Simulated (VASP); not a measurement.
# Si2W (P6_222) in VASP: a series of runs, part 2 of 2

VASP 6.6.1. The steps go on from the part before.

**5. Single point, PBE (c/a of the conventional cell at fixed volume 1.4866)**

Input file INCAR:

```
SYSTEM = Si2W
  ALGO = Normal
  EDIFF = 1E-6
  ENCUT = 520
  GGA = PE
  ISIF = 2
  ISMEAR = 0
  LASPH = .TRUE.
  LCHARG = .TRUE.
  LELF = .TRUE.
  LREAL = .FALSE.
  LVHAR = .TRUE.
  LWAVE = .FALSE.
  NBANDS = 43
  NELM = 80
  PREC = Accurate
  SIGMA = 0.03
```

Input file KPOINTS:

```
k-points
0
G
  9 9 6
  0 0 0
```

Input file POSCAR:

```
Si2W
1.0
    4.5661651910      0.0000000000      0.0000000000
   -2.2830825955      3.9544150533      0.0000000000
    0.0000000000      0.0000000000      6.7880611730
Si W
6 3
Direct
    0.8676230516      0.7352461033      0.5000000000
    0.1323769484      0.8676230516      0.8333333333
    0.7352461033      0.8676230516      0.1666666667
    0.1323769484      0.2647538967      0.5000000000
    0.8676230516      0.1323769484      0.8333333333
    0.2647538967      0.1323769484      0.1666666667
    0.0000000000      0.5000000000      0.1666666667
    0.5000000000      0.5000000000      0.8333333333
    0.5000000000      0.0000000000      0.5000000000
```

Potentials or basis: VASP PAW PBE potentials, release 64 (Si, W_sv).

On the command line:

```sh
cat potpaw_PBE.64/Si/POTCAR potpaw_PBE.64/W_sv/POTCAR > POTCAR
mpirun -np 1 vasp_std > vasp.out
```

OUTCAR:

```text
SYSTEM = Si2W
   EDIFF = 1E-6
   ENCUT = 520
   GGA = PE
   ISIF = 2
   ISMEAR = 0
   LASPH = .TRUE.
   LREAL = .FALSE.
   NELM = 80
   PREC = Accurate

 ion  position               nearest neighbor table
   1  0.868  0.735  0.500-   4 2.09   3 2.49   2 2.49   9 2.51   9 2.51   8 2.70   7 2.70   6 2.90
                             5 2.90   9 2.91   4 2.95   4 2.95
   2  0.132  0.868  0.833-   5 2.09   1 2.49   6 2.49   8 2.51   8 2.51   9 2.70   7 2.70   4 2.90
                             3 2.90   8 2.91   5 2.95   5 2.95
   3  0.735  0.868  0.167-   6 2.09   1 2.49   5 2.49   7 2.51   7 2.51   9 2.70   8 2.70   4 2.90
                             2 2.90   7 2.91   6 2.95   6 2.95
   4  0.132  0.265  0.500-   1 2.09   6 2.49   5 2.49   9 2.51   9 2.51   8 2.70   7 2.70   3 2.90
                             2 2.90   9 2.91   1 2.95   1 2.95
   5  0.868  0.132  0.833-   2 2.09   4 2.49   3 2.49   8 2.51   8 2.51   9 2.70   7 2.70   1 2.90
                             6 2.90   8 2.91   2 2.95   2 2.95
   6  0.265  0.132  0.167-   3 2.09   4 2.49   2 2.49   7 2.51   7 2.51   9 2.70   8 2.70   1 2.90
                             5 2.90   7 2.91   3 2.95   3 2.95
   7  0.000  0.500  0.167-   3 2.51   6 2.51   6 2.51   3 2.51   1 2.70   4 2.70   2 2.70   5 2.70
                             3 2.91   6 2.91   9 3.21   9 3.21   8 3.21   8 3.21
   8  0.500  0.500  0.833-   2 2.51   5 2.51   2 2.51   5 2.51   1 2.70   4 2.70   3 2.70   6 2.70
                             5 2.91   2 2.91   9 3.21   9 3.21   7 3.21   7 3.21
   9  0.500  0.000  0.500-   1 2.51   4 2.51   4 2.51   1 2.51   5 2.70   2 2.70   6 2.70   3 2.70
                             4 2.91   1 2.91   7 3.21   8 3.21   8 3.21   7 3.21

  LATTYP: Found a hexagonal cell.
 ALAT       =     4.5661651910
 C/A-ratio  =     1.4866000000

  Lattice vectors:

 A1 = (   4.5661651910,   0.0000000000,   0.0000000000)
 A2 = (  -2.2830825955,   3.9544150533,   0.0000000000)
 A3 = (   0.0000000000,   0.0000000000,   6.7880611730)

Analysis of symmetry for initial positions (statically):
=====================================================================
 Subroutine PRICEL returns:
 Original cell was already a primitive cell.

 Routine SETGRP: Setting up the symmetry group for a
 hexagonal supercell.

[... 166 lines left out ...]
 Gauss-broadening in eV      SIGMA  =   0.03
  energy-cutoff  :      520.00
  volume of cell :      122.57
 maximum number of plane-waves:      3338
 NGX is ok and might be reduce to    36

 number of electron      66.0000000 magnetization

 Free energy of the ion-electron system (eV)
  ---------------------------------------------------
  ext. energy  EPLUGINS =         0.00000000
  ---------------------------------------------------
  free energy    TOTEN  =       -69.49148238 eV

  energy without entropy =      -69.49029783  energy(sigma->0) =      -69.49089010

 E-fermi :  11.9934     XC(G=0): -12.4319

 val. band max:       11.9861881486   @ k =   0.1111   0.1111   0.3333
 cond. band min:      12.0253977813   @ k =   0.4444   0.1111   0.5000
 fundamental gap:      0.0392096327
 Fermi energy:        11.9933777640

 k-point     1 :       0.0000    0.0000    0.0000
  band No.  band energies     occupation
      1     -62.1124      2.00000
      2     -62.1016      2.00000
      3     -62.1016      2.00000
      4     -26.5947      2.00000
      5     -26.5947      2.00000
      6     -26.5335      2.00000
[... 1093 lines left out ...]
     42      15.5117      0.00000
     43      15.6803      0.00000

 [... further k-points ...]

------------------------ aborting loop because EDIFF is reached ----------------------------------------

  FORCE on cell =-STRESS in cart. coord.  units (eV):
  Direction    XX          YY          ZZ          XY          YZ          ZX
  --------------------------------------------------------------------------------------
  -------------------------------------------------------------------------------------
  Total       15.7016823     15.7016823     -3.4445721     -0.0000000      0.0000000      0.0000000
  in kB      205.2471570    205.2471570    -45.0262990     -0.0000000      0.0000000      0.0000000
  external PRESSURE =     121.8226716 kB  Pullay stress =       0.0000000 kB

 VOLUME and BASIS-vectors are now :
 -----------------------------------------------------------------------------
  energy-cutoff  :      520.00
  volume of cell :      122.57
      direct lattice vectors                 reciprocal lattice vectors
     4.566165191  0.000000000  0.000000000     0.219002151  0.126440951  0.000000000
    -2.283082595  3.954415053  0.000000000     0.000000000  0.252881902  0.000000000
     0.000000000  0.000000000  6.788061173     0.000000000  0.000000000  0.147317470

 POSITION                                       TOTAL-FORCE (eV/Angst)
 -----------------------------------------------------------------------------------
      2.28308      2.90747      3.39403         0.000000     -6.827685      0.000000
     -1.37640      3.43094      5.65672         5.912949     -3.413843      0.000000
      1.37640      3.43094      1.13134        -5.912949     -3.413843      0.000000
      0.00000      1.04695      3.39403         0.000000      6.827685      0.000000
      3.65948      0.52347      5.65672        -5.912949      3.413843     -0.000000
      0.90668      0.52347      1.13134         5.912949      3.413843      0.000000
     -1.14154      1.97721      1.13134         0.000000     -0.000000      0.000000
      1.14154      1.97721      5.65672        -0.000000      0.000000     -0.000000
      2.28308      0.00000      3.39403         0.000000     -0.000000      0.000000
 -----------------------------------------------------------------------------------
    total drift:                               -0.000000     -0.000000      0.000000

  FREE ENERGIE OF THE ION-ELECTRON SYSTEM (eV)
  ---------------------------------------------------
  free  energy   TOTEN  =       -69.4914823790 eV

  energy  without entropy=      -69.4902978264  energy(sigma->0) =      -69.49089010
```

It took 2 min on 1 thread of Intel Xeon 6975P-C (Granite Rapids), shared host; peak memory 0.36 GiB.

Results:

```
Free energy            : -69.4915 eV
Pressure               : 12.2 GPa
Largest force          : 6.828 eV/Å
Band gap on the k mesh : zero (band 33 reaches 12.21 eV, above the bottom of band 34 at 11.62 eV)
```

Forces on the atoms (eV/Å):
```
Si   0.000 -6.828  0.000
Si   5.913 -3.414  0.000
Si  -5.913 -3.414  0.000
Si   0.000  6.828  0.000
Si  -5.913  3.414  0.000
Si   5.913  3.414  0.000
W    0.000  0.000  0.000
W    0.000  0.000  0.000
W    0.000  0.000  0.000
```

Caveat: spin-orbit coupling is left out, which moves the levels of the heavy elements; forces of over 1 eV/Å act on the atoms, so gaps and moduli don't describe the material at rest.

**6. Single point, PBE (c/a of the conventional cell at fixed volume 1.3944)**

Input file INCAR:

```
SYSTEM = Si2W
ALGO = Normal
EDIFF = 1E-7
ENCUT = 520
GGA = PE
ISIF = 2
ISMEAR = 0
LASPH = .TRUE.
LCHARG = .FALSE.
LREAL = .FALSE.
LWAVE = .FALSE.
NBANDS = 43
NELM = 60
PREC = Accurate
SIGMA = 0.03
```

KPOINTS is that of step 5.

Input file POSCAR:

```
Si2W
1.0
    4.6646658316      0.0000000000      0.0000000000
   -2.3323329158      4.0397191103      0.0000000000
    0.0000000000      0.0000000000      6.5044100356
Si W
6 3
Direct
    0.8425991990      0.6851983979      0.5000000000
    0.1574008010      0.8425991990      0.8333333333
    0.6851983979      0.8425991990      0.1666666667
    0.1574008010      0.3148016021      0.5000000000
    0.8425991990      0.1574008010      0.8333333333
    0.3148016021      0.1574008010      0.1666666667
    0.0000000000      0.5000000000      0.1666666667
    0.5000000000      0.5000000000      0.8333333333
    0.5000000000      0.0000000000      0.5000000000
```

Potentials or basis: VASP PAW PBE potentials, release 64 (Si, W_sv).

On the command line:

```sh
cat potpaw_PBE.64/Si/POTCAR potpaw_PBE.64/W_sv/POTCAR > POTCAR
mpirun -np 1 vasp_std > vasp.out
```

It took 97 s on 1 thread of Intel Xeon 6975P-C (Granite Rapids), shared host; peak memory 0.35 GiB.

Results (log left out):

```yaml
Free_energy: -73.6555 eV
Pressure: 0.8 GPa
Largest_force: 0.786 eV/Å
```

Forces on the atoms (eV/Å):
```
Si   0.000 -0.786  0.000
Si   0.680 -0.393  0.000
Si  -0.680 -0.393  0.000
Si   0.000  0.786  0.000
Si  -0.680  0.393  0.000
Si   0.680  0.393  0.000
W    0.000  0.000  0.000
W    0.000  0.000  0.000
W    0.000  0.000  0.000
```

Stress tensor (GPa, compression positive):
```
-1.64  0.00  0.00
 0.00 -1.64  0.00
 0.00  0.00  5.56
```

Levels at points of the mesh, in eV from the Fermi level:
```tsv
k point	band 29	band 30	band 31	band 32	band 33	band 34	band 35	band 36	band 37	band 38
(0.00, 0.00, 0.00)	-3.45	-3.44	-3.44	-2.49	-0.74	1.86	1.86	2.17	2.37	2.47
(0.00, 0.00, 0.50)	-3.13	-2.78	-2.78	-0.45	-0.45	1.88	1.88	2.10	2.20	2.57
```

Caveat: spin-orbit coupling is left out, which moves the levels of the heavy elements.

**7. The runs side by side**

```csv
cell,gap on the mesh (eV),pressure (GPa),largest force (eV/Å)
"a = 4.614, b = 4.614, c = 6.647 Å, angles 90.0, 90.0, 120.0°, 9 atoms",none,11.3,6.38
"a = 4.543, b = 4.543, c = 6.858 Å, angles 90.0, 90.0, 120.0°, 9 atoms",none,1.7,2.11
"a = 4.566, b = 4.566, c = 6.788 Å, angles 90.0, 90.0, 120.0°, 9 atoms",none,12.2,6.83
"a = 4.665, b = 4.665, c = 6.504 Å, angles 90.0, 90.0, 120.0°, 9 atoms",-,0.8,0.79
```

Some of these runs hold the atoms at other places in the same cell, which the table doesn't show; runs alike in all that it shows share one row.

Alike in all rows: task single point; level PBE; potentials or basis VASP PAW PBE potentials, release 64 (Si, W_sv); no spin polarisation; k mesh 9 × 9 × 6; cutoff (eV) 520; smearing gaussian 0.03 eV.

Caveats: spin-orbit coupling is left out, which moves the levels of the heavy elements; forces of over 1 eV/Å act on the atoms, so gaps and moduli don't describe the material at rest (some runs).

Absolute energies hang on the potentials; compare differences alone.
